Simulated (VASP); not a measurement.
# SrTe7: single point with PBE

Crystal: SrTe7.

```
CELL_PARAMETERS angstrom
3.25012 1.87646 8.58737
-3.25012 1.87646 8.58737
0.00000 -3.75291 8.58737
ATOMIC_POSITIONS crystal
Sr 0.00000 0.00000 0.00000
Te 0.93392 0.43118 0.43118
Te 0.43118 0.93392 0.43118
Te 0.43118 0.43118 0.93392
Te 0.06608 0.56882 0.56882
Te 0.56882 0.06608 0.56882
Te 0.56882 0.56882 0.06608
Te 0.50000 0.50000 0.50000
```

The cell was generated, and may not be a known phase.

```json
{
  "Program": "VASP 6.6.1",
  "Task": "single point",
  "Functional": "PBE",
  "Potentials or basis": "VASP PAW PBE potentials, release 64 (Sr_sv, Te)",
  "Cutoff": "520 eV",
  "k mesh": "6 × 6 × 6",
  "Occupations": "gaussian, width 0.1 eV",
  "Spin": "no spin polarisation",
  "Dipole correction": "no",
  "Further INCAR settings": "ALGO = Normal; EDIFF = 1e-06; NBANDS = 36"
}
```

```yaml
Pressure: 0.0 GPa
Largest_force: 0.005 eV/Å
Band_gap_on_the_k_mesh: zero (bands 26 and 27 overlap by 2.10 eV)
```

Forces in eV/Å, atoms in the order of the input:
```
Sr   0.000  0.000  0.000
Te   0.000  0.000 -0.005
Te   0.000  0.000 -0.005
Te   0.000  0.000 -0.005
Te   0.000  0.000  0.005
Te   0.000  0.000  0.005
Te   0.000  0.000  0.005
Te   0.000  0.000  0.000
```

Levels at points of the mesh, in eV from the Fermi level:
```tsv
k point	band 23	band 24	band 25	band 26	band 27	band 28	band 29	band 30	band 31	band 32
(0.00, 0.00, 0.00)	-2.29	0.73	1.05	1.19	1.58	1.63	1.63	2.27	2.27	2.31
(0.50, 0.00, 0.00)	-1.80	-1.75	-1.75	-1.35	-0.35	0.03	1.53	1.55	2.12	2.32
(0.50, 0.50, 0.00)	-1.61	-1.55	-1.41	-0.78	-0.04	0.03	0.21	1.79	1.99	2.23
(0.50, 0.50, 0.50)	-0.07	-0.04	-0.04	0.09	1.07	1.34	1.55	2.15	2.15	2.44
```

Run time: 7.8 min on 1 thread of Intel(R) Xeon(R) 6975P-C (Granite Rapids) (shared host), peak memory 0.86 GiB.

Caveat: spin-orbit coupling is left out, which moves the levels of the heavy elements.
